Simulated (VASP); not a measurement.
# La5PdBr2 (P6/mmm) in VASP: single point with PBE

Aim: the single point of La5PdBr2 with PBE.

All numbers are computed with VASP 6.6.1; they aren't measurements. Logs are shortened: lines on timing, memory, paths and dates and some standing lists are left out, and cuts for length are marked.

## Step 1: The cell of the first run

It takes space group P6/mmm (No. 191, hexagonal). The conventional cell has a = 5.465 Å, b = 5.465 Å, c = 8.917 Å, α = 90.00°, β = 90.00°, γ = 120.00°. La (site symmetry 3m) has 4 La at 2.84 to 3.16 Å and 1 Br at 3.04 Å and 3 Pd at 3.46 Å within 3.7 Å. Within 4.2 Å of La (site symmetry 6/mmm) lie 6 Br at 3.16 Å. Pd (site symmetry 6/mmm) has 14 La at 3.46 to 4.46 Å within 4.5 Å. Within 4.0 Å of Br (site symmetry -6m2) lie 5 La at 3.04 to 3.16 Å and 3 Br at 3.16 Å.

The cell was generated, and may not be a known phase.

## Step 2: Single point, PBE

Input file INCAR:

```
PREC = Accurate
ENCUT = 520
EDIFF = 1E-7
ISMEAR = 0
SIGMA = 0.1
LREAL = F
LASPH = T
NELM = 100
ALGO = Normal
ISIF = 2
LWAVE = F
LCHARG = T
GGA = PE
LELF = T
LVHAR = T
NBANDS = 50
```

Input file KPOINTS:

```
Automatic mesh
0
Gamma
  6 6 2
```

Input file POSCAR:

```
La5PdBr2
1.0
    5.4654517669      0.0000000029      0.0000000000
   -2.7327258859      4.7332200718      0.0000000000
    0.0000000000      0.0000000000      8.9166963277
La Pd Br
5 1 2
Direct
    0.3333333333      0.6666666667      0.3405166931
    0.6666666667      0.3333333333      0.3405166931
    0.6666666667      0.3333333333      0.6594833069
    0.3333333333      0.6666666667      0.6594833069
    0.0000000000      0.0000000000      0.0000000000
    0.0000000000      0.0000000000      0.5000000000
    0.3333333333      0.6666666667      0.0000000000
    0.6666666667      0.3333333333      0.0000000000
```

Potentials or basis: VASP PAW PBE potentials, release 64 (La, Pd, Br).

Launch:

```console
cat potpaw_PBE.64/La/POTCAR potpaw_PBE.64/Pd/POTCAR potpaw_PBE.64/Br/POTCAR > POTCAR
mpirun -np 1 vasp_std > vasp.out
```

OUTCAR:

```text
PREC = Accurate
   ENCUT = 520
   EDIFF = 1E-7
   ISMEAR = 0
   LREAL = F
   LASPH = T
   NELM = 100
   ISIF = 2
   GGA = PE

 ion  position               nearest neighbor table
   1  0.333  0.667  0.341-   4 2.84   7 3.04   2 3.16   2 3.16   2 3.16   6 3.46   6 3.46   6 3.46

   2  0.667  0.333  0.341-   3 2.84   8 3.04   1 3.16   1 3.16   1 3.16   6 3.46   6 3.46   6 3.46

   3  0.667  0.333  0.659-   2 2.84   8 3.04   4 3.16   4 3.16   4 3.16   6 3.46   6 3.46   6 3.46

   4  0.333  0.667  0.659-   1 2.84   7 3.04   3 3.16   3 3.16   3 3.16   6 3.46   6 3.46   6 3.46

   5  0.000  0.000  0.000-   7 3.16   8 3.16   7 3.16   8 3.16   8 3.16   7 3.16
   6  0.000  0.000  0.500-   1 3.46   2 3.46   3 3.46   4 3.46   1 3.46   4 3.46   2 3.46   3 3.46
                             2 3.46   3 3.46   1 3.46   4 3.46
   7  0.333  0.667  0.000-   1 3.04   4 3.04   5 3.16   5 3.16   5 3.16
   8  0.667  0.333  0.000-   2 3.04   3 3.04   5 3.16   5 3.16   5 3.16

  LATTYP: Found a hexagonal cell.
 ALAT       =     5.4654517669
 C/A-ratio  =     1.6314655600

  Lattice vectors:

 A1 = (   5.4654517669,   0.0000000029,   0.0000000000)
 A2 = (  -2.7327258859,   4.7332200718,   0.0000000000)
 A3 = (   0.0000000000,   0.0000000000,   8.9166963277)

Analysis of symmetry for initial positions (statically):
=====================================================================
 Subroutine PRICEL returns:
 Original cell was already a primitive cell.

 Routine SETGRP: Setting up the symmetry group for a
 hexagonal supercell.

 Subroutine GETGRP returns: Found 24 space group operations
 (whereof 24 operations were pure point group operations)
 out of a pool of 24 trial point group operations.

The static configuration has the point symmetry D_6h.

Analysis of symmetry for dynamics (positions and initial velocities):
=====================================================================
 Subroutine PRICEL returns:
 Original cell was already a primitive cell.

 Routine SETGRP: Setting up the symmetry group for a
 hexagonal supercell.

 Subroutine GETGRP returns: Found 24 space group operations
 (whereof 24 operations were pure point group operations)
 out of a pool of 24 trial point group operations.

The dynamic configuration has the point symmetry D_6h.

 Subroutine INISYM returns: Found 24 space group operations
 (whereof 24 operations are pure point group operations),
 and found     1 'primitive' translations

----------------------------------------------------------------------------------------

                                     Primitive cell

  volume of cell :     230.6677

  direct lattice vectors                    reciprocal lattice vectors
     5.465451767  0.000000003  0.000000000     0.182967491  0.105636331  0.000000000
    -2.732725886  4.733220072  0.000000000    -0.000000000  0.211272661  0.000000000
     0.000000000  0.000000000  8.916696328     0.000000000  0.000000000  0.112149160

  length of vectors
     5.465451767  5.465451767  8.916696328     0.211272661  0.211272661  0.112149160

  position of ions in fractional coordinates (direct lattice)
     0.333333333  0.666666667  0.340516693
     0.666666667  0.333333333  0.340516693
     0.666666667  0.333333333  0.659483307
     0.333333333  0.666666667  0.659483307
     0.000000000  0.000000000  0.000000000
     0.000000000  0.000000000  0.500000000
     0.333333333  0.666666667  0.000000000
     0.666666667  0.333333333  0.000000000

  ion indices of the primitive-cell ions
   primitive index   ion index
                 1           1
                 2           2
                 3           3
                 4           4
                 5           5
                 6           6
                 7           7
                 8           8

----------------------------------------------------------------------------------------

 KPOINTS: Automatic mesh

Automatic generation of k-mesh.
 Grid dimensions read from file:
 generate k-points for:    6    6    2

 Generating k-lattice:

  Cartesian coordinates                     Fractional coordinates (reciprocal lattice)
     0.030494582  0.017606055  0.000000000     0.166666667 -0.000000000  0.000000000
    -0.000000000  0.035212110  0.000000000    -0.000000000  0.166666667  0.000000000
     0.000000000  0.000000000  0.056074580     0.000000000  0.000000000  0.500000000

  Length of vectors
     0.035212110  0.035212110  0.056074580

  Shift w.r.t. Gamma in fractional coordinates (k-lattice)
     0.000000000  0.000000000  0.000000000

 Subroutine IBZKPT returns following result:
 ===========================================

 Found     14 irreducible k-points:

 Following reciprocal coordinates:
            Coordinates               Weight
  0.000000  0.000000  0.000000      1.000000
  0.166667  0.000000  0.000000      6.000000
  0.333333  0.000000  0.000000      6.000000
  0.500000  0.000000  0.000000      3.000000
  0.166667  0.166667  0.000000      6.000000
  0.333333  0.166667  0.000000     12.000000
  0.333333  0.333333  0.000000      2.000000
  0.000000  0.000000  0.500000      1.000000
  0.166667  0.000000  0.500000      6.000000
  0.333333  0.000000  0.500000      6.000000
  0.500000  0.000000  0.500000      3.000000
  0.166667  0.166667  0.500000      6.000000
  0.333333  0.166667  0.500000     12.000000
  0.333333  0.333333  0.500000      2.000000
   k-points           NKPTS =     14   k-points in BZ     NKDIM =     14   number of bands    NBANDS=     50
   number of dos      NEDOS =    301   number of ions     NIONS =      8
   total plane-waves  NPLWV = 123480
   dimension x,y,z NGX =    42 NGY =   42 NGZ =   70
   dimension x,y,z NGXF=    84 NGYF=   84 NGZF=  140
   ions per type =               5   1   2
   NGX,Y,Z   is equivalent  to a cutoff of  12.78, 12.78, 13.05 a.u.
   NGXF,Y,Z  is equivalent  to a cutoff of  25.55, 25.55, 26.10 a.u.
 SYSTEM =  unknown system
   PREC   = accura    normal or accurate (medium, high low for compatibility)
   ISTART =      0    job   : 0-new  1-cont  2-samecut
   ICHARG =      2    charge: 1-file 2-atom 10-const
   ISPIN  =      1    spin polarized calculation?
   LNONCOLLINEAR =      F non collinear calculations
   LSORBIT =      F    spin-orbit coupling
   LASPH  =      T    aspherical Exc in radial PAW
   ENCUT  =  520.0 eV  38.22 Ry    6.18 a.u.  10.16 10.16 16.58*2*pi/ulx,y,z
   NELM   =    100;   NELMIN=  2; NELMDL= -5     # of ELM steps
   EDIFF  = 0.1E-06   stopping-criterion for ELM
   LREAL  =      F    real-space projection
   EDIFFG = 0.1E-05   stopping-criterion for IOM
   NSW    =      0    number of steps for IOM
   IBRION =     -1    ionic relax: 0-MD 1-quasi-New 2-CG
   NFREE  =      0    steps in history (QN), initial steepest desc. (CG)
   ISIF   =      2    stress and relaxation
   ISYM   =      2    0-nonsym 1-usesym 2-fastsym
   POTIM  = 0.5000    time-step for ionic-motion
   TEBEG  =    0.0;   TEEND  =   0.0 temperature during run
   PSTRESS=    0.0 pullay stress
   NELECT =      79.0000    total number of electrons
   NUPDOWN=      -1.0000    fix difference up-down
   EMIN   =  10.00;   EMAX   =-10.00  energy-range for DOS
   EFERMI =   0.00;   METHOD = LEGACY
   ISMEAR =     0;   SIGMA  =   0.10  broadening in eV -4-tet -1-fermi 0-gaus
   EFERMI_NEDOS =   21; number of points for ismear=-14 and -15
   IALGO  =     38    algorithm
   IMIX   =      4    mixing-type and parameters
     AMIX     =   0.40;   BMIX     =  1.00
     AMIX_MAG =   1.60;   BMIX_MAG =  1.00
  volume/ion in A,a.u.               =      28.83       194.58
  Fermi-wavevector in a.u.,A,eV,Ry     =   1.145394  2.164481 17.849860  1.311928
  Thomas-Fermi vector in A             =   2.282083
   LORBIT       =      0    0 simple, 1 ext, 2 COOP (PROOUT), +10 PAW based schemes
   GGA     = PE    functional components
   LHFCALC =     F    Hartree Fock is set to
   AEXX    =    0.0000 exact exchange contribution
   IVDW    =     0    specifies the selected vdW correction
   LEPSILON=     F    determine dielectric tensor
   LRPA    =     F    only Hartree local field effects (RPA)
 non-spin polarized calculation
 Gauss-broadening in eV      SIGMA  =   0.10
  energy-cutoff  :      520.00
  volume of cell :      230.67
 maximum number of plane-waves:      6243
 NGX is ok and might be reduce to    42
   NGX = 21   NGY = 21   NGZ = 33

 number of electron      78.9999990 magnetization

 Free energy of the ion-electron system (eV)
  ---------------------------------------------------
  ext. energy  EPLUGINS =         0.00000000
  ---------------------------------------------------
  free energy    TOTEN  =       -37.01892796 eV

  energy without entropy =      -36.98027380  energy(sigma->0) =      -36.99960088

 E-fermi :   8.4228     XC(G=0): -10.0424

 val. band max:        8.4214708404   @ k =   0.1667   0.0000   0.0000
 cond. band min:       8.4260059143   @ k =   0.0000   0.0000   0.0000
 fundamental gap:      0.0045350739
 Fermi energy:         8.4228147000

 k-point     1 :       0.0000    0.0000    0.0000
  band No.  band energies     occupation
      1     -25.4277      2.00000
      2     -24.8801      2.00000
      3     -24.3908      2.00000
      4     -24.2975      2.00000
      5     -23.8166      2.00000
      6     -10.3586      2.00000
[... 42 lines left out ...]
     49       9.4431      0.00000
     50       9.4527      0.00000

 k-point     2 :       0.1667    0.0000    0.0000
  band No.  band energies     occupation
      1     -25.4268      2.00000
      2     -24.8479      2.00000
      3     -24.3590      2.00000
      4     -24.3344      2.00000
      5     -23.8529      2.00000
      6     -10.3946      2.00000
[... 42 lines left out ...]
     49       9.4120      0.00000
     50       9.5127      0.00000

 k-point     3 :       0.3333    0.0000    0.0000
  band No.  band energies     occupation
      1     -25.4251      2.00000
      2     -24.7636      2.00000
      3     -24.4279      2.00000
      4     -24.2760      2.00000
      5     -23.9449      2.00000
      6     -10.4481      2.00000
[... 42 lines left out ...]
     49       9.3778      0.00000
     50       9.4255      0.00000

 k-point     4 :       0.5000    0.0000    0.0000
  band No.  band energies     occupation
      1     -25.4243      2.00000
      2     -24.6948      2.00000
      3     -24.5013      2.00000
      4     -24.2082      2.00000
      5     -24.0171      2.00000
      6     -10.4643      2.00000
[... 469 lines left out ...]
 k-point    13 :       0.3333    0.1667    0.5000
  band No.  band energies     occupation
      1     -25.4243      2.00000
      2     -24.6945      2.00000
      3     -24.5009      2.00000
      4     -24.2087      2.00000
      5     -24.0176      2.00000
      6     -10.1952      2.00000
[... 42 lines left out ...]
     49       9.3827      0.00000
     50       9.4570      0.00000

 k-point    14 :       0.3333    0.3333    0.5000
  band No.  band energies     occupation
      1     -25.4239      2.00000
      2     -24.5988      2.00000
      3     -24.5988      2.00000
      4     -24.1143      2.00000
      5     -24.1143      2.00000
      6      -9.9900      2.00000
[... 42 lines left out ...]
     49       9.2980      0.00000
     50       9.3987      0.00000

------------------------ aborting loop because EDIFF is reached ----------------------------------------

  FORCE on cell =-STRESS in cart. coord.  units (eV):
  Direction    XX          YY          ZZ          XY          YZ          ZX
  --------------------------------------------------------------------------------------
  -------------------------------------------------------------------------------------
  Total       -0.0321608     -0.0321608     -0.1737150     -0.0000000      0.0000000      0.0000000
  in kB       -0.2233832     -0.2233832     -1.2065941     -0.0000000      0.0000000      0.0000000
  external PRESSURE =      -0.5511202 kB  Pullay stress =       0.0000000 kB

 VOLUME and BASIS-vectors are now :
 -----------------------------------------------------------------------------
  energy-cutoff  :      520.00
  volume of cell :      230.67
      direct lattice vectors                 reciprocal lattice vectors
     5.465451767  0.000000003  0.000000000     0.182967491  0.105636331  0.000000000
    -2.732725886  4.733220072  0.000000000    -0.000000000  0.211272661  0.000000000
     0.000000000  0.000000000  8.916696328     0.000000000  0.000000000  0.112149160

 POSITION                                       TOTAL-FORCE (eV/Angst)
 -----------------------------------------------------------------------------------
     -0.00000      3.15548      3.03628         0.000000      0.000000      0.017305
      2.73273      1.57774      3.03628        -0.000000     -0.000000      0.017305
      2.73273      1.57774      5.88041        -0.000000     -0.000000     -0.017305
     -0.00000      3.15548      5.88041         0.000000      0.000000     -0.017305
      0.00000      0.00000      0.00000        -0.000000     -0.000000      0.000000
      0.00000      0.00000      4.45835        -0.000000     -0.000000      0.000000
     -0.00000      3.15548      0.00000        -0.000000      0.000000      0.000000
      2.73273      1.57774      0.00000        -0.000000     -0.000000      0.000000
 -----------------------------------------------------------------------------------
    total drift:                               -0.000000      0.000000      0.000000

  FREE ENERGIE OF THE ION-ELECTRON SYSTEM (eV)
  ---------------------------------------------------
  free  energy   TOTEN  =       -37.0189279618 eV

  energy  without entropy=      -36.9802737997  energy(sigma->0) =      -36.99960088
```

Run time: 3.9 min. Hardware: 1 thread of AMD EPYC 9R45 (Zen 5), shared host; peak memory 0.41 GiB.

What came out:

| Quantity | Value |
| --- | --- |
| Free energy | -37.0189 eV |
| Pressure | -0.1 GPa |
| Largest force | 0.017 eV/Å |
| Band gap on the k mesh | zero (an odd number of electrons rules out a gap without spin polarisation) |

Forces on the atoms (eV/Å):
```
La   0.000  0.000  0.017
La   0.000  0.000  0.017
La   0.000  0.000 -0.017
La   0.000  0.000 -0.017
La   0.000  0.000  0.000
Pd   0.000  0.000  0.000
Br   0.000  0.000  0.000
Br   0.000  0.000  0.000
```

Stress tensor (GPa, compression positive):
```
-0.02  0.00  0.00
 0.00 -0.02  0.00
 0.00  0.00 -0.12
```

Levels at points of the mesh, in eV from the Fermi level:
```tsv
k point	band 35	band 36	band 37	band 38	band 39	band 40	band 41	band 42	band 43	band 44
(0.00, 0.00, 0.00)	-0.93	-0.47	-0.47	-0.23	0.00	0.00	0.08	0.08	0.25	0.25
(0.50, 0.00, 0.00)	-1.62	-0.74	-0.67	-0.60	-0.59	-0.47	0.38	0.51	0.55	0.56
(0.00, 0.00, 0.50)	-1.53	-0.79	-0.79	-0.20	-0.20	0.02	0.02	0.81	0.81	0.81
(0.50, 0.00, 0.50)	-1.96	-1.07	-0.71	-0.65	-0.49	0.09	0.46	0.54	0.64	0.75
```

Caveat: spin-orbit coupling is left out, which moves the levels of the heavy elements; an odd number of electrons without spin polarisation forces a metal; a magnetic or distorted state may lie lower.
